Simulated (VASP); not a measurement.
# P (Cmce) in VASP: settings compared

Aim: see how the results for P move with the level of theory and the settings. Levels: revPBE, r2SCAN. Tasks: single point, relaxation of cell and atoms.

All numbers are computed with VASP 6.6.1; they aren't measurements. Logs are shortened: lines on timing, memory, paths and dates and some standing lists are left out, and cuts for length are marked.

**1. The cell of the first run**

It takes space group Cmce (No. 64, orthorhombic). Conventional cell: a = 3.323 Å, b = 15.134 Å, c = 4.720 Å, α = 90.00°, β = 90.00°, γ = 90.00°. P (site symmetry m) has 3 P at 2.23 to 2.27 Å within 3.0 Å.

**2. Single point, revPBE**

File INCAR:

```
  ALGO = Normal
  EDIFF = 1E-6
  ENCUT = 520
  GGA = RE
  ISIF = 2
  ISMEAR = -1
  LASPH = True
  LCHARG = False
  LREAL = False
  LWAVE = False
  NBANDS = 18
  NELM = 60
  PREC = Accurate
  SIGMA = 0.1
```

File KPOINTS:

```
k-points
0
Gamma
  6 4 6
```

File POSCAR:

```
P
1.0
   -3.3232073098      0.0000000000      0.0000000000
    0.0000000000     -4.7196967543      0.0000000000
    1.6616036549      0.0000000000      7.5670771277
P
4
Direct
    0.0693246058      0.9082696392      0.1386492116
    0.5693246058      0.5917303608      0.1386492116
    0.9306753942      0.0917303608      0.8613507884
    0.4306753942      0.4082696392      0.8613507884
```

Potentials or basis: VASP PAW PBE potentials, release 64 (P).

Launch:

```sh
cat potpaw_PBE.64/P/POTCAR > POTCAR
mpirun -np 1 vasp_std > vasp.out
```

OUTCAR:

```text
EDIFF = 1E-6
   ENCUT = 520
   GGA = RE
   ISIF = 2
   ISMEAR = -1
   LASPH = True
   LREAL = False
   NELM = 60
   PREC = Accurate

 ion  position               nearest neighbor table
   1  0.069  0.908  0.139-   2 2.23   2 2.23   3 2.27
   2  0.569  0.592  0.139-   1 2.23   1 2.23   4 2.27
   3  0.931  0.092  0.861-   4 2.23   4 2.23   1 2.27
   4  0.431  0.408  0.861-   3 2.23   3 2.23   2 2.27

  LATTYP: Found a base centered orthorhombic cell.
 ALAT       =     3.3232073098
 B/A-ratio  =     4.5540806951
 C/A-ratio  =     1.4202233909

  Lattice vectors:

 A1 = (   1.6616036549,   0.0000000000,  -7.5670771277)
 A2 = (   1.6616036549,   0.0000000000,   7.5670771277)
 A3 = (   0.0000000000,  -4.7196967543,   0.0000000000)

Analysis of symmetry for initial positions (statically):
=====================================================================
 Subroutine PRICEL returns:
 Original cell was already a primitive cell.

 Routine SETGRP: Setting up the symmetry group for a
 base centered orthorhombic supercell.

 Subroutine GETGRP returns: Found  8 space group operations
 (whereof  4 operations were pure point group operations)
 out of a pool of  8 trial point group operations.

The static configuration has the point symmetry C_2h.
 The point group associated with its full space group is D_2h.

Analysis of symmetry for dynamics (positions and initial velocities):
=====================================================================
 Subroutine PRICEL returns:
 Original cell was already a primitive cell.

 Routine SETGRP: Setting up the symmetry group for a
 base centered orthorhombic supercell.

 Subroutine GETGRP returns: Found  8 space group operations
 (whereof  4 operations were pure point group operations)
 out of a pool of  8 trial point group operations.

The dynamic configuration has the point symmetry C_2h.
 The point group associated with its full space group is D_2h.

 Subroutine INISYM returns: Found  8 space group operations
 (whereof  4 operations are pure point group operations),
 and found     1 'primitive' translations

----------------------------------------------------------------------------------------

                                     Primitive cell

  volume of cell :     118.6861

  direct lattice vectors                    reciprocal lattice vectors
    -3.323207310  0.000000000  0.000000000    -0.300914119  0.000000000  0.066075711
     0.000000000 -4.719696754  0.000000000     0.000000000 -0.211878019  0.000000000
     1.661603655  0.000000000  7.567077128     0.000000000  0.000000000  0.132151422

  length of vectors
     3.323207310  4.719696754  7.747359741     0.308083279  0.211878019  0.132151422

  position of ions in fractional coordinates (direct lattice)
     0.069324606  0.908269639  0.138649212
     0.569324606  0.591730361  0.138649212
     0.930675394  0.091730361  0.861350788
     0.430675394  0.408269639  0.861350788

  ion indices of the primitive-cell ions
   primitive index   ion index
                 1           1
                 2           2
                 3           3
                 4           4

----------------------------------------------------------------------------------------

 KPOINTS: k-points

Automatic generation of k-mesh.
 Grid dimensions read from file:
 generate k-points for:    6    4    6

 Generating k-lattice:

  Cartesian coordinates                     Fractional coordinates (reciprocal lattice)
    -0.050152353  0.000000000  0.011012618     0.166666667  0.000000000  0.000000000
     0.000000000 -0.052969505  0.000000000     0.000000000  0.250000000  0.000000000
     0.000000000  0.000000000  0.022025237     0.000000000  0.000000000  0.166666667

  Length of vectors
     0.051347213  0.052969505  0.022025237

  Shift w.r.t. Gamma in fractional coordinates (k-lattice)
     0.000000000  0.000000000  0.000000000

 Subroutine IBZKPT returns following result:
 ===========================================

 Found     39 irreducible k-points:

 Following reciprocal coordinates:
            Coordinates               Weight
  0.000000  0.000000  0.000000      1.000000
  0.166667  0.000000 -0.000000      4.000000
  0.333333  0.000000 -0.000000      4.000000
  0.500000  0.000000  0.000000      2.000000
  0.000000  0.250000  0.000000      2.000000
  0.166667  0.250000 -0.000000      8.000000
[... 16 lines left out ...]
  0.000000  0.500000  0.166667      2.000000
  0.166667  0.500000  0.166667      4.000000
 [... further k-points ...]
   k-points           NKPTS =     39   k-points in BZ     NKDIM =     39   number of bands    NBANDS=     18
   number of dos      NEDOS =    301   number of ions     NIONS =      4
   total plane-waves  NPLWV =  60480
   dimension x,y,z NGX =    28 NGY =   36 NGZ =   60
   dimension x,y,z NGXF=    56 NGYF=   72 NGZF=  120
   ions per type =               4
   NGX,Y,Z   is equivalent  to a cutoff of  14.01, 12.68, 12.88 a.u.
   NGXF,Y,Z  is equivalent  to a cutoff of  28.01, 25.36, 25.75 a.u.
 SYSTEM =  unknown system
   PREC   = accura    normal or accurate (medium, high low for compatibility)
   ISTART =      0    job   : 0-new  1-cont  2-samecut
   ICHARG =      2    charge: 1-file 2-atom 10-const
   ISPIN  =      1    spin polarized calculation?
   LNONCOLLINEAR =      F non collinear calculations
   LSORBIT =      F    spin-orbit coupling
   LASPH  =      T    aspherical Exc in radial PAW
   ENCUT  =  520.0 eV  38.22 Ry    6.18 a.u.   6.18  8.78 14.40*2*pi/ulx,y,z
   NELM   =     60;   NELMIN=  2; NELMDL= -5     # of ELM steps
   EDIFF  = 0.1E-05   stopping-criterion for ELM
   LREAL  =      F    real-space projection
   EDIFFG = 0.1E-04   stopping-criterion for IOM
   NSW    =      0    number of steps for IOM
   IBRION =     -1    ionic relax: 0-MD 1-quasi-New 2-CG
   NFREE  =      0    steps in history (QN), initial steepest desc. (CG)
   ISIF   =      2    stress and relaxation
   ISYM   =      2    0-nonsym 1-usesym 2-fastsym
   POTIM  = 0.5000    time-step for ionic-motion
   TEBEG  =    0.0;   TEEND  =   0.0 temperature during run
   PSTRESS=    0.0 pullay stress
   NELECT =      20.0000    total number of electrons
   NUPDOWN=      -1.0000    fix difference up-down
   EMIN   =  10.00;   EMAX   =-10.00  energy-range for DOS
   EFERMI =   0.00;   METHOD = LEGACY
   ISMEAR =    -1;   SIGMA  =   0.10  broadening in eV -4-tet -1-fermi 0-gaus
   EFERMI_NEDOS =   21; number of points for ismear=-14 and -15
   IALGO  =     38    algorithm
   IMIX   =      4    mixing-type and parameters
     AMIX     =   0.40;   BMIX     =  1.00
     AMIX_MAG =   1.60;   BMIX_MAG =  1.00
  volume/ion in A,a.u.               =      29.67       200.23
  Fermi-wavevector in a.u.,A,eV,Ry     =   0.904243  1.708771 11.124866  0.817655
  Thomas-Fermi vector in A             =   2.027666
   LORBIT       =      0    0 simple, 1 ext, 2 COOP (PROOUT), +10 PAW based schemes
   GGA     = RE    functional components
   LHFCALC =     F    Hartree Fock is set to
   AEXX    =    0.0000 exact exchange contribution
   IVDW    =     0    specifies the selected vdW correction
   LEPSILON=     F    determine dielectric tensor
   LRPA    =     F    only Hartree local field effects (RPA)
 non-spin polarized calculation
  energy-cutoff  :      520.00
  volume of cell :      118.69
 maximum number of plane-waves:      3234
 NGX is ok and might be reduce to    28
   NGX = 13   NGY = 17   NGZ = 29

 number of electron      20.0000000 magnetization

 Free energy of the ion-electron system (eV)
  ---------------------------------------------------
  ext. energy  EPLUGINS =         0.00000000
  ---------------------------------------------------
  free energy    TOTEN  =       -20.44719144 eV

  energy without entropy =      -20.44625441  energy(sigma->0) =      -20.44672292

 E-fermi :   2.6109     XC(G=0):  -7.1596

 val. band max:        2.1150034376   @ k =   0.0000   0.0000   0.5000
 cond. band min:       3.0327427542   @ k =   0.0000   0.0000   0.5000
 fundamental gap:      0.9177393166
 Fermi energy:         2.6108723180

 k-point     1 :       0.0000    0.0000    0.0000
  band No.  band energies     occupation
      1     -12.6430      2.00000
      2     -10.2566      2.00000
      3      -7.0904      2.00000
      4      -3.4391      2.00000
      5      -2.6670      2.00000
      6      -2.1971      2.00000
[... 10 lines left out ...]
     17       8.3661      0.00000
     18       8.6214      0.00000

 k-point     2 :       0.1667    0.0000   -0.0000
  band No.  band energies     occupation
      1     -12.3203      2.00000
      2      -9.9178      2.00000
      3      -7.2481      2.00000
      4      -3.2040      2.00000
      5      -3.0995      2.00000
      6      -2.4821      2.00000
[... 10 lines left out ...]
     17       7.5047      0.00000
     18       8.1692      0.00000

 k-point     3 :       0.3333    0.0000   -0.0000
  band No.  band energies     occupation
      1     -11.3740      2.00000
      2      -8.9106      2.00000
      3      -8.2312      2.00000
      4      -5.1152      2.00000
      5      -3.3150      2.00000
      6      -2.6916      2.00000
[... 10 lines left out ...]
     17       8.2903      0.00000
     18       8.9352      0.00000

 k-point     4 :       0.5000    0.0000    0.0000
  band No.  band energies     occupation
      1      -9.8991      2.00000
      2      -9.8991      2.00000
      3      -7.2707      2.00000
      4      -7.2707      2.00000
      5      -2.8161      2.00000
      6      -2.8161      2.00000
[... 10 lines left out ...]
     17       8.8945      0.00000
     18       8.8945      0.00000

 k-point     5 :       0.0000    0.2500    0.0000
  band No.  band energies     occupation
      1     -12.3638      2.00000
      2     -10.6853      2.00000
      3      -6.9524      2.00000
      4      -4.7275      2.00000
      5      -1.8573      2.00000
      6      -1.1931      2.00000
[... 10 lines left out ...]
     17       7.5774      0.00000
     18       8.9218      0.00000

 k-point     6 :       0.1667    0.2500   -0.0000
  band No.  band energies     occupation
      1     -12.0447      2.00000
      2     -10.3696      2.00000
      3      -6.9791      2.00000
      4      -4.6631      2.00000
      5      -2.6649      2.00000
      6      -2.0690      2.00000
[... 10 lines left out ...]
     17       7.8095      0.00000
     18       8.6879      0.00000

 k-point     7 :       0.3333    0.2500   -0.0000
  band No.  band energies     occupation
      1     -11.1173      2.00000
      2      -9.5268      2.00000
      3      -7.6136      2.00000
      4      -5.5843      2.00000
      5      -3.6167      2.00000
      6      -2.7852      2.00000
[... 10 lines left out ...]
     17       8.4530      0.00000
     18       9.2163      0.00000

 k-point     8 :       0.5000    0.2500    0.0000
  band No.  band energies     occupation
      1      -9.7608      2.00000
      2      -9.7608      2.00000
      3      -7.4251      2.00000
      4      -7.4251      2.00000
      5      -2.9255      2.00000
      6      -2.9255      2.00000
[... 10 lines left out ...]
     17       8.5652      0.00000
     18       8.5652      0.00000
[... 229 lines left out ...]
     17       7.5538      0.00000
     18       8.9376      0.00000

 k-point    20 :       0.3333    0.2500    0.1667
  band No.  band energies     occupation
      1     -11.1166      2.00000
      2      -9.5275      2.00000
      3      -7.6152      2.00000
      4      -5.5840      2.00000
      5      -3.6205      2.00000
      6      -2.7833      2.00000
[... 10 lines left out ...]
     17       8.3350      0.00000
     18       9.4726      0.00000

 k-point    21 :       0.5000    0.2500    0.1667
  band No.  band energies     occupation
      1      -9.7612      2.00000
      2      -9.7604      2.00000
      3      -7.4263      2.00000
      4      -7.4239      2.00000
      5      -2.9287      2.00000
      6      -2.9223      2.00000
[... 10 lines left out ...]
     17       8.3191      0.00000
     18       8.8752      0.00000

 k-point    22 :      -0.3333    0.2500    0.1667
  band No.  band energies     occupation
      1     -11.1176      2.00000
      2      -9.5264      2.00000
      3      -7.6127      2.00000
      4      -5.5844      2.00000
      5      -3.6148      2.00000
      6      -2.7863      2.00000
[... 10 lines left out ...]
     17       8.7041      0.00000
     18       8.7927      0.00000

 k-point    23 :       0.0000    0.5000    0.1667
  band No.  band energies     occupation
      1     -11.6039      2.00000
      2     -11.6039      2.00000
      3      -6.1614      2.00000
      4      -6.1614      2.00000
      5      -0.7182      2.00000
      6      -0.7182      2.00000
[... 10 lines left out ...]
     17       8.0444      0.00000
     18       8.0444      0.00000

 k-point    24 :       0.1667    0.5000    0.1667
  band No.  band energies     occupation
      1     -11.2931      2.00000
      2     -11.2931      2.00000
      3      -6.0847      2.00000
      4      -6.0847      2.00000
      5      -2.2285      2.00000
      6      -2.2285      2.00000
[... 10 lines left out ...]
     17       8.4420      0.00000
     18       8.4420      0.00000

 [... further k-points ...]

------------------------ aborting loop because EDIFF is reached ----------------------------------------

  FORCE on cell =-STRESS in cart. coord.  units (eV):
  Direction    XX          YY          ZZ          XY          YZ          ZX
  --------------------------------------------------------------------------------------
  -------------------------------------------------------------------------------------
  Total       -0.2459926     -0.2501396     -0.1895093      0.0000000      0.0000000      0.0000000
  in kB       -3.3207246     -3.3767068     -2.5582403      0.0000000      0.0000000      0.0000000
  external PRESSURE =      -3.0852239 kB  Pullay stress =       0.0000000 kB

 VOLUME and BASIS-vectors are now :
 -----------------------------------------------------------------------------
  energy-cutoff  :      520.00
  volume of cell :      118.69
      direct lattice vectors                 reciprocal lattice vectors
    -3.323207310  0.000000000  0.000000000    -0.300914119  0.000000000  0.066075711
     0.000000000 -4.719696754  0.000000000     0.000000000 -0.211878019  0.000000000
     1.661603655  0.000000000  7.567077128     0.000000000  0.000000000  0.132151422

 POSITION                                       TOTAL-FORCE (eV/Angst)
 -----------------------------------------------------------------------------------
      0.00000     -4.28676      1.04917        -0.000000      0.040871     -0.049390
     -1.66160     -2.79279      1.04917        -0.000000     -0.040871     -0.049390
     -1.66160     -0.43294      6.51791         0.000000     -0.040871      0.049390
      0.00000     -1.92691      6.51791         0.000000      0.040871      0.049390
 -----------------------------------------------------------------------------------
    total drift:                                0.000000     -0.000000     -0.000000

  FREE ENERGIE OF THE ION-ELECTRON SYSTEM (eV)
  ---------------------------------------------------
  free  energy   TOTEN  =       -20.4471914373 eV

  energy  without entropy=      -20.4462544068  energy(sigma->0) =      -20.44672292
```

Run time: 1.9 min. Hardware: 1 thread of Oxide Virtual Turin-like, shared host; peak memory 0.21 GiB.

What came out:

| Property | Result |
| --- | --- |
| Free energy | -20.4472 eV |
| Pressure | -0.3 GPa |
| Largest force | 0.064 eV/Å |
| Band gap on the k mesh | 0.92 eV |

Forces in eV/Å, atoms in the order of the input:
```
P    0.000  0.041 -0.049
P    0.000 -0.041 -0.049
P    0.000 -0.041  0.049
P    0.000  0.041  0.049
```

Stress tensor (GPa, compression positive):
```
-0.33  0.00  0.00
 0.00 -0.34  0.00
 0.00  0.00 -0.26
```

Caveat: the PAW data sets were made with another functional, which shifts forces and pressure a little; this functional lacks dispersion, which binds layers or chains, so the pressure and a relaxed spacing across them are unreliable. A k mesh can miss the band edges.

**3. Single point, r2SCAN**

This run uses another cell than the first one, of 20.64 Å³/atom.

File POSCAR:

```
P
1.0
   -3.3074448804      0.0000000000      0.0000000000
    0.0000000000     -4.5436165870      0.0000000000
    1.6537224402      0.0000000000      5.4930835075
P
4
Direct
    0.0956500587      0.9119416297      0.1913001173
    0.5956500587      0.5880583703      0.1913001173
    0.9043499413      0.0880583703      0.8086998827
    0.4043499413      0.4119416297      0.8086998827
```

File INCAR.step1:

```
ALGO = Normal
EDIFF = 1E-4
ENCUT = 520
GGA = PE
ISMEAR = -1
LASPH = True
LCHARG = False
LREAL = False
LWAVE = True
NBANDS = 18
NELM = 80
PREC = Accurate
SIGMA = 0.1
```

File INCAR.step2:

```
ALGO = Normal
EDIFF = 1E-6
ENCUT = 520
ISIF = 2
ISMEAR = -1
ISTART = 1
LASPH = True
LCHARG = False
LMIXTAU = True
LREAL = False
LWAVE = False
METAGGA = R2SCAN
NBANDS = 18
NELM = 80
PREC = Accurate
SIGMA = 0.1
```

KPOINTS is that of step 2.

Potentials or basis: VASP PAW PBE potentials, release 64 (P).

Launch:

```sh
cat potpaw_PBE.64/P/POTCAR > POTCAR
cp INCAR.step1 INCAR
mpirun -np 1 vasp_std > vasp.out
cp INCAR.step2 INCAR
mpirun -np 1 vasp_std > vasp.out
```

It took 4.6 min on 1 thread of Oxide Virtual Turin-like, shared host; peak memory 0.19 GiB.

The run converged. Its results:

| Item | Value |
| --- | --- |
| Free energy | -35.9070 eV |
| Pressure | -0.6 GPa |
| Largest force | 0.098 eV/Å |
| Band gap on the k mesh | 0.27 eV |

Forces on the atoms (eV/Å):
```
P    0.000  0.078 -0.059
P    0.000 -0.078 -0.059
P    0.000 -0.078  0.059
P    0.000  0.078  0.059
```

Stress tensor (GPa, compression positive):
```
-0.66  0.00  0.00
 0.00 -0.68  0.00
 0.00  0.00 -0.51
```

Levels at points of the mesh, in eV from the valence-band top:
```csv
k point,band 8,band 9,band 10,band 11,band 12,band 13
"(0.00, 0.00, 0.00)",-2.86,-2.71,-1.24,0.76,1.29,2.17
"(0.50, 0.00, 0.00)",-3.53,-2.70,-2.70,0.90,0.90,1.69
"(0.00, 0.50, 0.00)",-3.46,-1.72,-1.72,1.70,1.70,3.08
"(0.50, 0.50, 0.00)",-5.47,-1.89,-1.89,1.91,1.91,3.70
"(0.00, 0.00, 0.50)",-2.56,-1.66,0.00,0.27,1.05,2.39
"(0.00, 0.50, 0.50)",-2.93,-2.01,-2.01,1.66,1.66,2.85
```

Caveat: the PAW data sets were made with another functional, which shifts forces and pressure a little. A k mesh can miss the band edges.

(Continued in part 2 of 2.)
